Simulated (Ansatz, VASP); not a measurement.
## One calculation of As, two programs

File INCAR:

```
PREC = Accurate ; ENCUT = 520
EDIFF = 1E-6 ; ISMEAR = -1
SIGMA = 0.08 ; LREAL = F
LASPH = T ; NELM = 60
ALGO = Normal ; ISIF = 2
LWAVE = F ; LCHARG = T
GGA = PE ; LELF = T
LVHAR = T ; NBANDS = 8
```

File KPOINTS:

```
Automatic mesh
0
Gamma
  15 15 15
```

The input POSCAR:

```
As
1.0
    2.1660943449      0.0000000000      0.0000000000
    0.0000000000      2.1660943449      0.0000000000
    0.0000000000      0.0000000000      2.1660943449
As
1
Direct
    0.0000000000      0.0000000000      0.0000000000
```

Input for Ansatz:

```yaml
crystal:
  lattice:
    - [2.1660943449, 0.0, 0.0]
    - [0.0, 2.1660943449, 0.0]
    - [0.0, 0.0, 2.1660943449]
  atoms:
    - { symbol: As, position: [0.0, 0.0, 0.0] }
kpoints:
  mp_grid: { grid: [15, 15, 15] }
scf:
  occupations: { method: fermi_dirac, width: 0.08 }
hamiltonian:
  xc: pbe
  pseudopotentials: { kind: all_electron, lapw: { basis_error: 0.001 } }
output:
  forces: true
  stress: true
  eigenvalues: true
  populations: true
```

Change from the starting cell: volume scaled by 0.5, LAPW.

Alike in both runs: task single point; functional PBE; k mesh 15 × 15 × 15; occupations fermi-dirac, width 0.08 eV; no spin polarisation.

```csv
,VASP,Ansatz
version,VASP 6.6.1,Ansatz 0.2.0
potentials or method,"VASP PAW PBE potentials, release 64 (As), cutoff 520 eV","all-electron LAPW, scalar-relativistic"
```

```csv
,VASP,Ansatz,Ansatz less VASP
pressure (GPa),258.9,248.9,-10.02
```

Both programs put the cell under a high pressure, so it lies far from rest at this level. Ansatz ran all-electron here, and VASP with PAW potentials.

Noted on VASP's run: the cell as given lies far from equilibrium.
